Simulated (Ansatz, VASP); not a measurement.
# One calculation of Zr, two programs

File INCAR:

```
PREC = Accurate
ENCUT = 520
EDIFF = 1E-6
ISMEAR = -1
SIGMA = 0.1
LREAL = F
LASPH = T
NELM = 60
ALGO = Normal
ISIF = 2
LWAVE = F
LCHARG = F
GGA = PS
NBANDS = 25
```

File KPOINTS:

```
regular mesh
0
Gamma
  8 8 11
```

The input POSCAR:

```
Zr
1.0
    5.1678240562      0.0000000000      0.0000000000
   -2.5839120281      4.4754669150      0.0000000000
    0.0000000000      0.0000000000      3.2267613587
Zr
3
Direct
    1.0000000000      0.0000000000      1.0000000000
    0.3333333333      0.6666666667      0.5000000000
    0.6666666667      0.3333333333      0.5000000000
```

Input for Ansatz:

```yaml
crystal:
  lattice:
    - [5.1678240562, 0.0, 0.0]
    - [-2.5839120281, 4.475466915, 0.0]
    - [0.0, 0.0, 3.2267613587]
  atoms:
    - { symbol: Zr, position: [1.0, 0.0, 1.0] }
    - { symbol: Zr, position: [0.3333333333, 0.6666666667, 0.5] }
    - { symbol: Zr, position: [0.6666666667, 0.3333333333, 0.5] }
hamiltonian:
  xc: pbesol
  pseudopotentials:
    kind: paw
    azcp:
      Zr: "pseudopotentials/Zr.paw.azcp"
basis:
  ecutwfc: 420
  fft_grid_basis: typed
kpoints:
  mp_grid: { grid: [8, 8, 11], shift: [0, 0, 0] }
magnetization:
  spin_polarized: false
scf:
  occupations: { method: fermi_dirac, width: 0.1 }
  lower_state_search: "off"
output:
  stress: true
  write_density: true
  write_potential: true
  elf: true
  volumetric_format: npy
```

Alike in both runs: task single point; functional PBEsol; k mesh 8 × 8 × 11; occupations fermi-dirac, width 0.1 eV; no spin polarisation.

```csv
,VASP,Ansatz
version,VASP 6.6.1,Ansatz 0.2.0
potentials or method,"VASP PAW PBE potentials, release 64 (Zr_sv), cutoff 520 eV","plane waves (420 eV) with PAW, scalar-relativistic"
valence electrons in the cell,36,36
```

```csv
,VASP,Ansatz,Ansatz less VASP
pressure (GPa),-9.3,-9.4,-0.05
"traceless stress, the component that is largest in VASP (GPa)",-0.14,-0.13,+0.012
```

VASP's potentials were made for PBE, not for PBEsol, and Ansatz warns of the same on its side. With one functional, cell and mesh, what is left measures potentials, basis and numerics.
